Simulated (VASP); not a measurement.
Wanted: the native input for a VASP 6.6.1 run.

| Item | Value |
| --- | --- |
| Task | single point |
| Functional | PBEsol |
| Potentials or basis | VASP PAW PBE potentials, release 64 (Pt, S) |
| Cutoff | 520 eV |
| k mesh | 7 × 7 × 5 |
| Occupations | fermi-dirac, width 0.05 eV |
| Spin | no spin polarisation |
| Dipole correction | no |
| Further INCAR settings | ALGO = Normal; EDIFF = 1e-07; NBANDS = 18 |

The structure of PtS2 lies in POSCAR:

```
PtS2
1.0
    3.5432000000     -0.0708640000      0.0000000000
   -1.8329700242      3.1039332107      0.0000000000
    0.0000000000      0.0000000000      5.0388000000
Pt S
1 2
Direct
    0.0000000000      0.0000000000      0.0000000000
    0.6666666667      0.3333333333      0.7730000000
    0.3333333333      0.6666666667      0.2270000000
```

These files were run (other wordings do the same):

INCAR

```
SYSTEM = PtS2
ALGO = Normal
EDIFF = 1E-7
ENCUT = 520
GGA = PS
ISIF = 2
ISMEAR = -1
LASPH = .True.
LCHARG = .False.
LREAL = .False.
LWAVE = .False.
NBANDS = 18
NELM = 60
PREC = Accurate
SIGMA = 0.05
```

KPOINTS

```
k-points
0
Gamma
  7 7 5
  0 0 0
```

Potentials or basis: VASP PAW PBE potentials, release 64 (Pt, S).

The run is started by

```sh
$ cat potpaw_PBE.64/Pt/POTCAR potpaw_PBE.64/S/POTCAR > POTCAR
$ mpirun -np 1 vasp_std > vasp.out
```

It gave:

```json
{"Pressure": "6.3 GPa", "Largest force": "1.012 eV/Å", "Band gap on the k mesh": "0.58 eV (least direct gap 1.08 eV)"}
```

Caveat: the cell stands under pressure; the PAW data sets were made with another functional, which shifts forces and pressure a little; spin-orbit coupling is left out, which moves the levels of the heavy elements; an odd mesh through Γ misses points on the zone boundary, where band edges can lie.

It took 2.8 min on 1 thread of Intel Xeon 8259CL, on a shared host, peak memory 0.26 GiB.
